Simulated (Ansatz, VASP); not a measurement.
# Si16W: VASP beside Ansatz

INCAR

```
PREC = Accurate ; ENCUT = 500
EDIFF = 1E-6 ; ISMEAR = 0
SIGMA = 0.05 ; LREAL = F
LASPH = T ; NELM = 200
ALGO = Normal ; ISIF = 2
LWAVE = F ; LCHARG = F
LMAXMIX = 4 ; LDAU = T
LDAUTYPE = 2 ; LDAUL = 2 -1
LDAUU = 2 0 ; LDAUJ = 0 0
LDAUPRINT = 1 ; GGA = PS
NBANDS = 53 ; GGA_COMPAT = F
```

KPOINTS

```
regular mesh
0
Gamma
  3 3 3
```

POSCAR

```
Si16W
1.0
    0.0000000000      5.4370000000      5.4370000000
    5.4370000000      0.0000000000      5.4370000000
    5.4370000000      5.4370000000      0.0000000000
W Si
1 16
Direct
    0.2502384102      0.2502266870      0.2499955412
    0.0000621389      0.0002505587      0.0003359784
    0.9977672877      0.9975853635      0.5025816155
    0.9980617971      0.5027179100      0.9971420166
    0.9979580252      0.5022361208      0.5026315077
    0.5030623334      0.9974156840      0.9970929020
    0.5026237189      0.9978829315      0.5022562710
    0.5026375250      0.5029877090      0.9970040043
    0.5005099889      0.5002868825      0.4995624762
    0.1223237810      0.1214873694      0.1214939779
    0.1216299600      0.1213759718      0.6356539762
    0.1218910721      0.6355974098      0.1212843687
    0.1304285527      0.6234709589      0.6230165552
    0.6354300328      0.1219455076      0.1208347441
    0.6236625565      0.1302097466      0.6230311476
    0.6239109866      0.6233424524      0.1294768387
    0.6238371086      0.6236976032      0.6228968615
```

Input for Ansatz:

```yaml
crystal:
  lattice:
    - [0.0, 5.437, 5.437]
    - [5.437, 0.0, 5.437]
    - [5.437, 5.437, 0.0]
  atoms:
    - { symbol: W, position: [0.2502384102, 0.250226687, 0.2499955412] }
    - { symbol: Si, position: [6.21389e-05, 0.0002505587, 0.0003359784] }
    - { symbol: Si, position: [0.9977672877, 0.9975853635, 0.5025816155] }
    - { symbol: Si, position: [0.9980617971, 0.50271791, 0.9971420166] }
    - { symbol: Si, position: [0.9979580252, 0.5022361208, 0.5026315077] }
    - { symbol: Si, position: [0.5030623334, 0.997415684, 0.997092902] }
    - { symbol: Si, position: [0.5026237189, 0.9978829315, 0.502256271] }
    - { symbol: Si, position: [0.502637525, 0.502987709, 0.9970040043] }
    - { symbol: Si, position: [0.5005099889, 0.5002868825, 0.4995624762] }
    - { symbol: Si, position: [0.122323781, 0.1214873694, 0.1214939779] }
    - { symbol: Si, position: [0.12162996, 0.1213759718, 0.6356539762] }
    - { symbol: Si, position: [0.1218910721, 0.6355974098, 0.1212843687] }
    - { symbol: Si, position: [0.1304285527, 0.6234709589, 0.6230165552] }
    - { symbol: Si, position: [0.6354300328, 0.1219455076, 0.1208347441] }
    - { symbol: Si, position: [0.6236625565, 0.1302097466, 0.6230311476] }
    - { symbol: Si, position: [0.6239109866, 0.6233424524, 0.1294768387] }
    - { symbol: Si, position: [0.6238371086, 0.6236976032, 0.6228968615] }
basis:
  ecutwfc: 420
  ecutrho_ratio: 4
kpoints:
  mp_grid: { grid: [3, 3, 3] }
hamiltonian:
  xc: pbesol
  hubbard: { sites: [{ site: 0, l: d, u_eff: 2.0 }] }
scf:
  occupations: { method: gaussian, width: 0.05 }
  lower_state_search: "off"
  max_iter: 150
output:
  forces: true
  stress: true
  eigenvalues: true
  populations: true
  hubbard: { sites: [{ site: 0, l: d }] }
```

Alike in both runs: task single point; functional PBEsol; k mesh 3 × 3 × 3; occupations gaussian, width 0.05 eV; no spin polarisation; Hubbard terms W d U = 2.0 eV.

|  | VASP | Ansatz |
| --- | --- | --- |
| version | VASP 6.6.1 | Ansatz 0.2.0 |
| potentials or method | VASP PAW PBE potentials, release 64 (W_sv, Si), cutoff 500 eV | scalar-relativistic, plane waves, PAW |
| valence electrons in the cell | 78 | 78 |

```tsv
	VASP	Ansatz	Ansatz less VASP
gap on the k mesh at the Fermi level (eV)	none	none	-
pressure (GPa)	1.4	1.1	-0.26
rms of the force components (eV/Å)	0.025	0.017	-0.0082
```

VASP's potentials were made for PBE, not for PBEsol. The programs project onto different local orbitals, so the same U acts differently, and such runs can settle in different states. Atom by atom the forces differ by 0.042 eV/Å (rms over components). A gap of «none» marks a metal or a gap that the smearing closes. Ansatz's warnings: filled band counts differ across k points.

Neither program's run includes spin-orbit coupling.
